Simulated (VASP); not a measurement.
BN (Qingsongite):

```xyz
2
Lattice="0.0000 1.7525 1.8048 1.7525 0.0000 1.8048 1.7525 1.7525 0.0000" Properties=species:S:1:pos:R:3 pbc="T T T"
B     0.0000    0.0000    0.0000
N     0.8762    0.8762    0.9024
```

This cell differs from its parent crystal: biaxial xy strain -2.9%.

Base run:

| Item | Value |
| --- | --- |
| Program | VASP 6.6.1 |
| Functional | r2SCAN |
| Potentials or basis | VASP PAW PBE potentials, release 64 (B, N) |
| Cutoff | 520 eV |
| k mesh | 12 × 12 × 12 |
| Occupations | gaussian, width 0.01 eV |
| Spin | no spin polarisation |

Its results: band gap on the k mesh 4.76 eV, indirect (least direct gap 9.67 eV); pressure 27.0 GPa.

The run is repeated on the same cell with these changes: functional from r2SCAN to PBE; occupations from gaussian, width 0.01 eV to fermi-dirac, width 0.02 eV. What comes out?

Band gap on the k mesh 4.24 eV, indirect (least direct gap 8.95 eV); pressure 30.7 GPa.

Caveats: the PAW data sets were made with another functional, which shifts forces and pressure a little (some runs).

A k mesh can miss the band edges.
